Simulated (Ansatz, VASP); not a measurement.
# One calculation of Sc3Al, two programs

Contents of POSCAR:

```
Sc3Al
1.0
    6.3120115522      0.0000000000      0.0000000000
   -3.1560057761      5.4663623532      0.0000000000
    0.0000000000      0.0000000000      5.0797029800
Sc Al
6 2
Direct
    0.8288030200      0.1711969800      0.7500000000
    0.3423939600      0.1711969800      0.7500000000
    0.8288030200      0.6576060400      0.7500000000
    0.1711969800      0.8288030200      0.2500000000
    0.6576060400      0.8288030200      0.2500000000
    0.1711969800      0.3423939600      0.2500000000
    0.6666666700      0.3333333300      0.2500000000
    0.3333333300      0.6666666700      0.7500000000
```

The input INCAR.step1:

```
SYSTEM = Sc3Al
PREC = Accurate ; ENCUT = 520
ISMEAR = 0 ; SIGMA = 0.1
LREAL = .FALSE. ; LASPH = .TRUE.
NELM = 100 ; NBANDS = 46
GGA = PE ; ALGO = Normal
EDIFF = 1E-4 ; LWAVE = .TRUE.
LCHARG = .FALSE.
```

INCAR.step2

```
SYSTEM = Sc3Al
PREC = Accurate ; ENCUT = 520
EDIFF = 1E-7 ; ISMEAR = 0
SIGMA = 0.1 ; LREAL = .FALSE.
LASPH = .TRUE. ; NELM = 100
ALGO = Normal ; ISIF = 2
LWAVE = .FALSE. ; LCHARG = .FALSE.
METAGGA = R2SCAN ; LMIXTAU = .TRUE.
NBANDS = 46 ; ISTART = 1
```

Contents of KPOINTS:

```
Automatic mesh
0
G
  3 3 4
  0 0 0
```

Input for Ansatz:

```yaml
crystal:
  lattice:
    - [6.3120115522, 0.0, 0.0]
    - [-3.1560057761, 5.4663623532, 0.0]
    - [0.0, 0.0, 5.07970298]
  atoms:
    - { symbol: Sc, position: [0.82880302, 0.17119698, 0.75] }
    - { symbol: Sc, position: [0.34239396, 0.17119698, 0.75] }
    - { symbol: Sc, position: [0.82880302, 0.65760604, 0.75] }
    - { symbol: Sc, position: [0.17119698, 0.82880302, 0.25] }
    - { symbol: Sc, position: [0.65760604, 0.82880302, 0.25] }
    - { symbol: Sc, position: [0.17119698, 0.34239396, 0.25] }
    - { symbol: Al, position: [0.66666667, 0.33333333, 0.25] }
    - { symbol: Al, position: [0.33333333, 0.66666667, 0.75] }
basis:
  ecutwfc: 500
kpoints:
  mp_grid: { grid: [3, 3, 4] }
hamiltonian:
  xc: r2scan
scf:
  occupations: { method: gaussian, width: 0.1 }
  lower_state_search: "off"
output:
  forces: true
  stress: true
  eigenvalues: true
```

Alike in both runs: task single point; functional r2SCAN; k mesh 3 × 3 × 4; occupations gaussian, width 0.1 eV; no spin polarisation.

```csv
,VASP,Ansatz
version,VASP 6.6.1,Ansatz 0.2.0
potentials or method,"VASP PAW PBE potentials, release 64 (Sc_sv, Al), cutoff 520 eV","scalar-relativistic, plane waves, PAW"
valence electrons in the cell,72,72
```

Ansatz gave:

| Quantity | Value |
| --- | --- |
| gap on the k mesh at the Fermi level (eV) | none |
| pressure (GPa) | -0.8 |
| traceless stress, the component that is largest in VASP (GPa) | -0.70 |
| rms of the force components (eV/Å) | 0.056 |

Problem. What did VASP give for the same quantities?

Solution. gap on the k mesh at the Fermi level (eV): none; pressure (GPa): -0.6; traceless stress, the component that is largest in VASP (GPa): -0.70; rms of the force components (eV/Å): 0.057.

VASP's potentials were made for PBE, not for r2SCAN. Atom by atom the forces differ by 0.000 eV/Å (rms over components). A gap of «none» marks a metal or a gap that the smearing closes.

The k mesh is coarse, so the values compare programs but aren't converged.
